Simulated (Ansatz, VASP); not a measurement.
**One calculation of LiCl, two programs**

Contents of POSCAR:

```
LiCl
1.0
    0.0000000000      2.8789906905      2.0354464182
    2.8789906905      0.0000000000      2.0354464182
    2.8789906905      2.8789906905      0.0000000000
Li Cl
1 1
Direct
    0.0000000000      0.0000000000      0.0000000000
    0.5000000000      0.5000000000      0.5000000000
```

File INCAR.step1:

```
  PREC = Accurate
  ENCUT = 520
  ISMEAR = 0
  SIGMA = 0.05
  LREAL = False
  LASPH = True
  NELM = 60
  NBANDS = 12
  GGA = PE
  ALGO = Normal
  EDIFF = 1E-4
  LWAVE = True
  LCHARG = False
```

Contents of INCAR.step2:

```
  PREC = Accurate
  ENCUT = 520
  EDIFF = 1E-6
  ISMEAR = 0
  SIGMA = 0.05
  LREAL = False
  LASPH = True
  NELM = 60
  ALGO = Normal
  ISIF = 2
  LWAVE = False
  LCHARG = True
  METAGGA = R2SCAN
  LMIXTAU = True
  LELF = True
  LVHAR = True
  NBANDS = 12
  ISTART = 1
```

File KPOINTS:

```
Automatic mesh
0
Gamma
  8 8 8
```

Input for Ansatz:

```yaml
crystal:
  lattice:
    - [0.0, 2.8789906905, 2.0354464182]
    - [2.8789906905, 0.0, 2.0354464182]
    - [2.8789906905, 2.8789906905, 0.0]
  atoms:
    - { symbol: Li, position: [0.0, 0.0, 0.0] }
    - { symbol: Cl, position: [0.5, 0.5, 0.5] }
basis:
  ecutwfc: 500
kpoints:
  mp_grid: { grid: [8, 8, 8] }
hamiltonian:
  xc: r2scan
scf:
  occupations: { method: gaussian, width: 0.05 }
output:
  forces: true
  stress: true
  eigenvalues: true
```

Alike in both runs: task single point; functional r2SCAN; k mesh 8 × 8 × 8; occupations gaussian, width 0.05 eV; no spin polarisation.

```csv
,VASP,Ansatz
version,VASP 6.6.1,Ansatz 0.2.0
potentials or method,"VASP PAW PBE potentials, release 64 (Li_sv, Cl), cutoff 520 eV","scalar-relativistic, plane waves, PAW"
valence electrons in the cell,10,10
```

|  | VASP | Ansatz | Ansatz less VASP |
| --- | --- | --- | --- |
| gap on the k mesh at the Fermi level (eV) | 6.87 | 6.85 | -0.016 |
| least direct gap on the mesh (eV) | 6.87 | 6.85 | -0.016 |

VASP's potentials were made for PBE, not for r2SCAN. The functional is the same, so the differences come from potentials, cutoffs and numerics.

Noted on VASP's run: the cutoff is short for stress, so the pressure is rough.
